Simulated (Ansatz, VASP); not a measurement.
**Se in VASP and in Ansatz**

The input INCAR:

```
SYSTEM = Se
  PREC = Accurate
  ENCUT = 520
  EDIFF = 1E-8
  ISMEAR = -1
  SIGMA = 0.03
  LREAL = .False.
  LASPH = .True.
  NELM = 100
  ALGO = Normal
  ISIF = 2
  LWAVE = .False.
  LCHARG = .False.
  LEFG = .True.
  NBANDS = 16
```

File KPOINTS:

```
Automatic mesh
0
Gamma
  6 6 5
  0 0 0
```

Contents of POSCAR:

```
Se
1.0
    4.3661999489      0.0000000000      0.0000000000
   -2.1830999745      3.7812400738      0.0000000000
    0.0000000000      0.0000000000      4.9536000000
Se
3
Direct
    0.2254000000      0.0000000000      0.3333333333
    0.0000000000      0.2254000000      0.6666666667
    0.7746000000      0.7746000000      0.0000000000
```

Input for Ansatz:

```yaml
crystal:
  lattice:
    - [4.3661999489, 0.0, 0.0]
    - [-2.1830999745, 3.7812400738, 0.0]
    - [0.0, 0.0, 4.9536]
  atoms:
    - { symbol: Se, position: [0.2254, 0.0, 0.3333333333] }
    - { symbol: Se, position: [0.0, 0.2254, 0.6666666667] }
    - { symbol: Se, position: [0.7746, 0.7746, 0.0] }
kpoints:
  mp_grid: { grid: [6, 6, 5] }
  band_path:
    path:
      - [0.0, 0.0, 0.0]
      - [0.5, 0.0, 0.0]
      - [0.3333333333, 0.3333333333, 0.0]
      - [0.0, 0.0, 0.0]
      - [0.0, 0.0, 0.5]
      - [0.5, 0.0, 0.5]
      - [0.3333333333, 0.3333333333, 0.5]
      - [0.0, 0.0, 0.5]
      - [0.5, 0.0, 0.5]
    npoints: 14
scf:
  occupations: { method: fermi_dirac, width: 0.03 }
hamiltonian:
  xc: lda
  pseudopotentials: { kind: paw }
output:
  forces: true
  stress: true
  eigenvalues: true
  efg: { contact_densities: true }
  populations: true
  bader: true
  dos: { projected: true, de: 0.2, e_range: [-14, 8] }
  write_density: true
  write_potential: true
  elf: true
  volumetric_format: npy
```

Alike in both runs: task electric field gradients; functional LDA; k mesh 6 × 6 × 5; occupations fermi-dirac, width 0.03 eV; no spin polarisation.

|  | VASP | Ansatz |
| --- | --- | --- |
| version | VASP 6.6.1 | Ansatz 0.2.0 |
| potentials or method | VASP PAW LDA potentials, release 64 (Se) | PAW with Ansatz's default frozen-core files, scalar-relativistic |
| plane-wave cutoff (eV) | 520 | 420 |
| valence electrons in the cell | 18 | 48 |

|  | VASP | Ansatz | Ansatz less VASP |
| --- | --- | --- | --- |
| gap on the k mesh at the Fermi level (eV) | 1.18 | 1.19 | +0.005 |
| pressure (GPa) | -1.1 | -1.3 | -0.21 |
| traceless stress, the component that is largest in VASP (GPa) | 0.95 | 0.87 | -0.081 |
| rms of the force components (eV/Å) | 0.151 | 0.122 | -0.0287 |
| size of Vzz on the site where it differs most (V/Å²) | 494.0 | 508.2 | +14.22 |

LDA's correlation is that of Perdew and Zunger in VASP and of Perdew and Wang (1992) in Ansatz. Atom by atom the forces differ by 0.029 eV/Å (rms over components). VASP's potentials hold 18 valence electrons a cell and Ansatz's 48, so a difference there can come from the potentials and not from the codes.
